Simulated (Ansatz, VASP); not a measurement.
**One calculation of Zn5O3, two programs**

```
Zn O
1.0
     3.33226    0.00000    0.00000
    -1.66613    2.88582    0.00000
     0.00000    0.00000   13.16740
Zn O
5 3
Direct
  0.33333 0.66667 0.18456
  0.00000 0.00000 0.00000
  0.33333 0.66667 0.81544
  0.66667 0.33333 0.60026
  0.66667 0.33333 0.39974
  0.00000 0.00000 0.18323
  0.33333 0.66667 0.00000
  0.00000 0.00000 0.81677
```

Alike in both runs: functional PBE; k mesh 12 × 12 × 4; occupations gaussian, width 0.1 eV; no spin polarisation.

Ansatz relaxed the structure, and its values are those at the end. VASP's run is a single point on that final structure, the one shown.

```csv
,VASP,Ansatz
version,VASP 6.6.1,Ansatz 0.2.0
potentials or method,"VASP PAW PBE potentials, release 64 (Zn, O), cutoff 520 eV","scalar-relativistic, plane waves, PAW"
valence electrons in the cell,78,78
```

|  | VASP | Ansatz | Ansatz less VASP |
| --- | --- | --- | --- |
| gap on the k mesh at the Fermi level (eV) | none | none | - |
| pressure (GPa) | 0.6 | 0.0 | -0.63 |
| rms of the force components (eV/Å) | 0.005 | 0.001 | -0.0045 |

A gap of «none» marks a metal or a gap that the smearing closes.
